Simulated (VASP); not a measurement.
# MgO (P6_3/mmc) in VASP: a series of runs, part 2 of 2

VASP 6.6.1.

## (4) Single point, LDA

Input file INCAR:

```
PREC     = Accurate       # precision mode
ENCUT    = 600            # plane-wave cutoff, eV
EDIFF    = 1E-6           # SCF threshold, eV
ISMEAR   = 0              # smearing method
SIGMA    = 0.01           # smearing width, eV
LREAL    = F              # projectors in reciprocal space
LASPH    = T              # aspherical terms in the spheres
NELM     = 120            # most SCF steps
ALGO     = Normal         # electronic algorithm
ISIF     = 2              # what is computed and relaxed
LWAVE    = F              # write WAVECAR
LCHARG   = F              # write CHGCAR
NBANDS   = 16             # bands
GGA_COMPAT= F
```

Input file KPOINTS:

```
regular mesh
0
Gamma
  6 6 4
```

Input file POSCAR:

```
MgO
1.0
    3.4863800000      0.0000000000      0.0000000000
   -1.7431900000      3.0192936472      0.0000000000
    0.0000000000      0.0000000000      4.1780400000
Mg O
2 2
Direct
    0.6666666667      0.3333333333      0.7500000000
    0.3333333333      0.6666666667      0.2500000000
    0.6666666667      0.3333333333      0.2500000000
    0.3333333333      0.6666666667      0.7500000000
```

Potentials or basis: VASP PAW LDA potentials, release 64 (Mg, O).

The run is started by

```
$ cat potpaw_LDA.64/Mg/POTCAR potpaw_LDA.64/O/POTCAR > POTCAR
$ mpirun -np 1 vasp_std > vasp.out
```

OUTCAR:

```text
PREC = Accurate
   ENCUT = 600
   EDIFF = 1E-6
   ISMEAR = 0
   LREAL = F
   LASPH = T
   NELM = 120
   ISIF = 2

 ion  position               nearest neighbor table
   1  0.667  0.333  0.750-   4 2.01   4 2.01   4 2.01   3 2.09   3 2.09   2 2.90   2 2.90   2 2.90
                             2 2.90   2 2.90   2 2.90
   2  0.333  0.667  0.250-   3 2.01   3 2.01   3 2.01   4 2.09   4 2.09   1 2.90   1 2.90   1 2.90
                             1 2.90   1 2.90   1 2.90
   3  0.667  0.333  0.250-   2 2.01   2 2.01   2 2.01   1 2.09   1 2.09
   4  0.333  0.667  0.750-   1 2.01   1 2.01   1 2.01   2 2.09   2 2.09
[... 598 lines left out ...]
  --------------------------------------------------------------------------------------
  -------------------------------------------------------------------------------------
  Total       -1.6322943     -1.6322943     -1.6446727      0.0000000      0.0000000      0.0000000
  in kB      -59.4643080    -59.4643080    -59.9152540      0.0000000      0.0000000      0.0000000
  external PRESSURE =     -59.6146233 kB  Pullay stress =       0.0000000 kB

 VOLUME and BASIS-vectors are now :
 -----------------------------------------------------------------------------
  energy-cutoff  :      600.00
  volume of cell :       43.98
      direct lattice vectors                 reciprocal lattice vectors
     3.486380000  0.000000000  0.000000000     0.286830466  0.165601647  0.000000000
    -1.743190000  3.019293647  0.000000000     0.000000000  0.331203294  0.000000000
     0.000000000  0.000000000  4.178040000     0.000000000  0.000000000  0.239346679

 POSITION                                       TOTAL-FORCE (eV/Angst)
 -----------------------------------------------------------------------------------
      1.74319      1.00643      3.13353         0.000000     -0.000000      0.000000
     -0.00000      2.01286      1.04451         0.000000      0.000000      0.000000
      1.74319      1.00643      1.04451        -0.000000      0.000000      0.000000
     -0.00000      2.01286      3.13353         0.000000     -0.000000      0.000000
 -----------------------------------------------------------------------------------
    total drift:                                0.000000     -0.000000      0.000000

  FREE ENERGIE OF THE ION-ELECTRON SYSTEM (eV)
  ---------------------------------------------------
  free  energy   TOTEN  =       -26.5030915684 eV

  energy  without entropy=      -26.5030915684  energy(sigma->0) =      -26.50309157
```

OSZICAR:

```text
N       E                     dE             d eps       ncg     rms          rms(c)
DAV:   1     0.646571222838E+02    0.64657E+02   -0.82764E+03   672   0.101E+03
DAV:   2    -0.262033590288E+02   -0.90860E+02   -0.82705E+02   912   0.203E+02
DAV:   3    -0.305042771114E+02   -0.43009E+01   -0.42853E+01   784   0.462E+01
DAV:   4    -0.305228301372E+02   -0.18553E-01   -0.18552E-01   816   0.353E+00
DAV:   5    -0.305229200651E+02   -0.89928E-04   -0.89928E-04   760   0.231E-01    0.109E+01
DAV:   6    -0.266917320861E+02    0.38312E+01   -0.10073E+01   680   0.246E+01    0.361E+00
DAV:   7    -0.265751286607E+02    0.11660E+00   -0.18224E-01   672   0.341E+00    0.206E+00
DAV:   8    -0.265059978805E+02    0.69131E-01   -0.12254E-01   736   0.335E+00    0.532E-01
DAV:   9    -0.265029654778E+02    0.30324E-02   -0.67893E-03   752   0.701E-01    0.121E-01
DAV:  10    -0.265030968735E+02   -0.13140E-03   -0.12508E-04   712   0.968E-02    0.147E-02
DAV:  11    -0.265030932139E+02    0.36596E-05   -0.24553E-05   856   0.385E-02    0.134E-02
DAV:  12    -0.265030916472E+02    0.15667E-05   -0.39067E-06   704   0.163E-02    0.224E-03
DAV:  13    -0.265030915684E+02    0.78714E-07   -0.13716E-07   400   0.323E-03
   1 F= -.26503092E+02 E0= -.26503092E+02  d E =-.103582E-49
```

stdout:

```text
POSCAR found type information on POSCAR MgO
 POSCAR found :  2 types and       4 ions
 scaLAPACK will be used
 LDA part: xc-table for (Slater(with rela. corr.)+CA(PZ))
 , standard interpolation
 POSCAR, INCAR and KPOINTS ok, starting setup
 FFT: planning ... GRIDC
 FFT: planning ... GRID_SOFT
 FFT: planning ... GRID
 WAVECAR not read
 entering main loop
```

Wall time 11 s (1 thread of AMD EPYC 7R13 (Zen 3), shared host); peak memory 0.12 GiB.

Results:

```yaml
Free_energy: -26.5031 eV
Pressure: -6.0 GPa
Band_gap_on_the_k_mesh: 3.34 eV
```

Caveat: the cell stands under tension.

## (5) Single point, BLYP

Input file INCAR:

```
SYSTEM = MgO
PREC = Accurate ; ENCUT = 840
EDIFF = 1E-6 ; ISMEAR = 0
SIGMA = 0.01 ; LREAL = .False.
LASPH = .True. ; NELM = 120
ALGO = Normal ; ISIF = 2
LWAVE = .False. ; LCHARG = .True.
GGA = B5 ; ALDAX = 1.0
AGGAX = 1.0 ; AGGAC = 1.0
ALDAC = 0.0 ; LELF = .True.
LVHAR = .True. ; NBANDS = 24
GGA_COMPAT = .False.
```

Input file KPOINTS:

```
regular mesh
0
Gamma
  6 6 4
  0 0 0
```

POSCAR is that of step 4.

Potentials or basis: VASP PAW PBE potentials, release 64 (Mg_sv, O).

The run is started by

```
$ cat potpaw_PBE.64/Mg_sv/POTCAR potpaw_PBE.64/O/POTCAR > POTCAR
$ mpirun -np 1 vasp_std > vasp.out
```

It took 35 s on 1 thread of Intel Xeon 6975P-C (Granite Rapids), shared host; peak memory 0.22 GiB.

Results (log left out):

```
Free energy            : -22.6405 eV
Pressure               : 6.5 GPa
Band gap on the k mesh : 3.72 eV
```

Stress tensor (GPa, compression positive):
```
6.03 0.00 0.00
0.00 6.03 0.00
0.00 0.00 7.47
```

Levels at points of the mesh, in eV from the valence-band top:
```csv
k point,band 13,band 14,band 15,band 16,band 17,band 18,band 19,band 20
"(0.00, 0.00, 0.00)",-1.71,-0.80,-0.80,0.00,3.72,9.58,12.56,12.64
"(0.50, 0.00, 0.00)",-2.30,-1.93,-1.26,-0.52,7.28,9.21,10.21,12.17
"(0.00, 0.00, 0.50)",-1.27,-1.27,-1.27,-1.27,6.70,6.70,13.01,13.01
"(0.50, 0.00, 0.50)",-1.51,-1.51,-0.80,-0.80,7.61,7.61,12.09,12.09
```

Caveat: the cell stands under pressure; the PAW data sets were made with another functional, which shifts forces and pressure a little.

## (6) Single point, LDA

Input file INCAR:

```
PREC     = Accurate       # precision mode
ENCUT    = 840            # plane-wave cutoff, eV
EDIFF    = 1E-6           # SCF threshold, eV
ISMEAR   = 0              # smearing method
SIGMA    = 0.01           # smearing width, eV
LREAL    = F              # projectors in reciprocal space
LASPH    = T              # aspherical terms in the spheres
NELM     = 120            # most SCF steps
ALGO     = Normal         # electronic algorithm
ISIF     = 2              # what is computed and relaxed
LWAVE    = F              # write WAVECAR
LCHARG   = F              # write CHGCAR
NBANDS   = 24             # bands
GGA_COMPAT= F
```

Input file KPOINTS:

```
regular mesh
0
Gamma
  6 6 4
```

POSCAR is that of step 5.

Potentials or basis: VASP PAW LDA potentials, release 64 (Mg_sv, O).

The run is started by

```
$ cat potpaw_LDA.64/Mg_sv/POTCAR potpaw_LDA.64/O/POTCAR > POTCAR
$ mpirun -np 1 vasp_std > vasp.out
```

Wall time 22 s (1 thread of Intel Xeon Platinum 8488C (Sapphire Rapids), shared host); peak memory 0.2 GiB.

It converged, with:

| Item | Value |
| --- | --- |
| Free energy | -26.1406 eV |
| Pressure | -3.5 GPa |
| Band gap on the k mesh | 3.34 eV |

Stress tensor (GPa, compression positive):
```
-3.46  0.00  0.00
 0.00 -3.46  0.00
 0.00  0.00 -3.67
```

Levels at points of the mesh, in eV from the valence-band top:
```
           k point  band 13  band 14  band 15  band 16  band 17  band 18  band 19  band 20
(0.00, 0.00, 0.00)    -1.75    -0.81    -0.81     0.00     3.34     9.26    12.07    12.27
(0.50, 0.00, 0.00)    -2.37    -1.99    -1.32    -0.52     6.82     8.93     9.67    11.88
(0.00, 0.00, 0.50)    -1.30    -1.30    -1.30    -1.30     6.34     6.34    12.63    12.63
(0.50, 0.00, 0.50)    -1.55    -1.55    -0.83    -0.83     7.15     7.15    11.79    11.79
```

Caveat: the cell stands under tension.

## (7) Summary

| level | potentials or basis | cutoff (eV) | gap on the mesh (eV) | pressure (GPa) |
| --- | --- | --- | --- | --- |
| BLYP | VASP PAW PBE potentials, release 64 (Mg, O) | 600 | 3.71 | 5.8 |
| PBEsol | VASP PAW PBE potentials, release 64 (Mg, O) | 600 | 3.31 | 0.6 |
| LDA | VASP PAW LDA potentials, release 64 (Mg, O) | 600 | 3.34 | -6.0 |
| BLYP | VASP PAW PBE potentials, release 64 (Mg_sv, O) | 840 | 3.72 | 6.5 |
| LDA | VASP PAW LDA potentials, release 64 (Mg_sv, O) | 840 | 3.34 | -3.5 |

Alike in all rows: task single point; no spin polarisation; cell as given; k mesh 6 × 6 × 4; smearing gaussian 0.01 eV.

Caveats: the PAW data sets were made with another functional, which shifts forces and pressure a little (at least some runs); the cell stands under pressure (at least some runs); the cell stands under tension (at least some runs).

Total energies depend on the potentials used, so only differences within one code and one set of settings carry meaning.
